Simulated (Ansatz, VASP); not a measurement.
# Ge in VASP and in Ansatz

```xyz
4
Lattice="3.9956 0.0000 0.0000 -1.9978 3.4603 0.0000 0.0000 0.0000 6.4046" Properties=species:S:1:pos:R:3 pbc="T T T"
Ge    1.9978    1.1534    0.3910
Ge    0.0000    2.3069    3.5934
Ge    1.9978    1.1534    2.8113
Ge    0.0000    2.3069    6.0136
```

Change from the starting cell: strain along c alone, the other axes held, atoms relaxed: -3.0 %.

Alike in both runs: functional r2SCAN; k mesh 12 × 12 × 6; occupations gaussian, width 0.01 eV; no spin polarisation.

Ansatz relaxed the structure, and its values are those at the end. VASP's run is a single point on that final structure, the one shown.

|  | VASP | Ansatz |
| --- | --- | --- |
| version | VASP 6.6.1 | Ansatz 0.2.0 |
| potentials or method | VASP PAW PBE potentials, release 64 (Ge_d), cutoff 520 eV | scalar-relativistic, plane waves, PAW |
| valence electrons in the cell | 56 | 56 |

Ansatz gave:

- gap on the k mesh at the Fermi level (eV): none
- pressure (GPa): 2.4

Task: What did VASP give for the same quantities?

Result: gap on the k mesh at the Fermi level (eV): none; pressure (GPa): 2.5.

VASP's potentials were made for PBE, not for r2SCAN. A gap of «none» marks a metal or a gap that the smearing closes. Ansatz's warnings: stress scf threshold loose.
